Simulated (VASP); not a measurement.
Input of a VASP 6.6.1 run:

Contents of INCAR:

```
SYSTEM = NiSb
PREC = Accurate
ENCUT = 600
EDIFF = 1E-6
ISMEAR = 0
SIGMA = 0.1
LREAL = .FALSE.
LASPH = .TRUE.
NELM = 100
ALGO = Normal
ISIF = 3
LWAVE = .FALSE.
LCHARG = .FALSE.
GGA = PE
IBRION = 2
NSW = 70
EDIFFG = -0.008
PSTRESS = 200.0
```

Contents of KPOINTS:

```
regular mesh
0
G
  12 12 8
  0 0 0
```

File POSCAR:

```
NiSb
1.0
    3.8032218578      0.0000000000      0.0000000000
   -1.9016109289      3.2936867451      0.0000000000
    0.0000000000      0.0000000000      4.9312570824
Ni Sb
2 2
Direct
    0.0000000000      0.0000000000      0.0000000000
    0.0000000000      0.0000000000      0.5000000000
    0.3333333333      0.6666666667      0.2500000000
    0.6666666667      0.3333333333      0.7500000000
```

Potentials or basis: VASP PAW PBE potentials, release 64 (Ni, Sb).

The run is started by

```bash
$ cat potpaw_PBE.64/Ni/POTCAR potpaw_PBE.64/Sb/POTCAR > POTCAR
$ mpirun -np 1 vasp_std > vasp.out
```

Task: Predict the relaxed volume.

Result: 15.49 Å³/atom.

Task: What does it give for the band gap on the k mesh?

Result: Zero (bands 15 and 16 overlap by 3.84 eV).

Task: Predict the relaxed cell.

Result: a = 3.805 Å, b = 3.805 Å, c = 4.939 Å, α = 90.00°, β = 90.00°, γ = 120.00°.

Task: What does it give for the space group after relaxing (to 0.1 Å)?

Result: P6_3/mmc (No. 194).

Final structure:
```
CELL_PARAMETERS angstrom
3.80527 0.00000 0.00000
-1.90264 3.29546 0.00000
0.00000 0.00000 4.93943
ATOMIC_POSITIONS crystal
Ni 0.00000 0.00000 0.00000
Ni 0.00000 0.00000 0.50000
Sb 0.33333 0.66667 0.25000
Sb 0.66667 0.33333 0.75000
```

Caveat: the cell is relaxed towards a set pressure, so the run minimises the enthalpy, not the energy; spin-orbit coupling is left out, which moves the levels of the heavy elements. Spin polarisation is off, so any magnetic state and its effect on volume and gap are missing.
